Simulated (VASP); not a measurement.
Input of a VASP 6.6.1 run:

Contents of INCAR:

```
ALGO = Normal
EDIFF = 1E-6
ENCUT = 910
GGA = PE
GGA_COMPAT = False
ISIF = 2
ISMEAR = -1
IVDW = 12
LASPH = True
LCHARG = False
LREAL = Auto
LWAVE = False
NBANDS = 46
NELM = 120
PREC = Accurate
SIGMA = 0.05
```

File KPOINTS:

```
k-points
0
Gamma
  1 1 1
```

Contents of POSCAR:

```
HF
1.0
    6.4792240000      0.0000000000      0.0000000000
    0.0000000000      6.4792240000      0.0000000000
    0.0000000000      0.0000000000      6.4792240000
F H
8 8
Direct
    0.7308282597      0.3905097277      0.2684580746
    0.3840892057      0.2761287463      0.3926704803
    0.7128168435      1.0421464052      0.9002312623
    1.0575494843      0.3962665899      0.5285355160
    0.3829779616      0.6318966592      1.0604201985
    0.1445389139     -0.0844699921      0.8624335260
    0.8586522090      0.8582200585      0.2572838970
   -0.0432459196      0.0414555817      0.5487231187
    0.6015998212      0.3578514958      0.3207482871
    0.2445354567      0.3371082710      0.4030266587
    0.5885427020      1.1159361059      0.8951534937
    0.9214683734      0.3655684693      0.4579560762
    0.3307340509      0.6879373209      0.9300342140
    0.0646373702     -0.0367636618      0.7413387776
    0.8157304023      0.8877915010      0.1239808965
   -0.1056916692     -0.0238763161      0.4247576562
```

Potentials or basis: VASP PAW PBE potentials, release 64 (F_h, H_h).

Launch:

```console
$ cat potpaw_PBE.64/F_h/POTCAR potpaw_PBE.64/H_h/POTCAR > POTCAR
$ mpirun -np 1 vasp_gam > vasp.out
```

Q: Estimate the pressure.

A: -0.7 GPa.

Q: Estimate the largest force.

A: 2.150 eV/Å.

Stress tensor (GPa, compression positive):
```
-1.29  0.68 -1.51
 0.68  0.42  0.62
-1.51  0.62 -1.27
```

Caveat: the k points lie up to 0.97 Å⁻¹ apart; the cutoff is under 1.25 times the usual one of these potentials, so pressure, stress and relaxed cells hold a basis-set (Pulay) error.
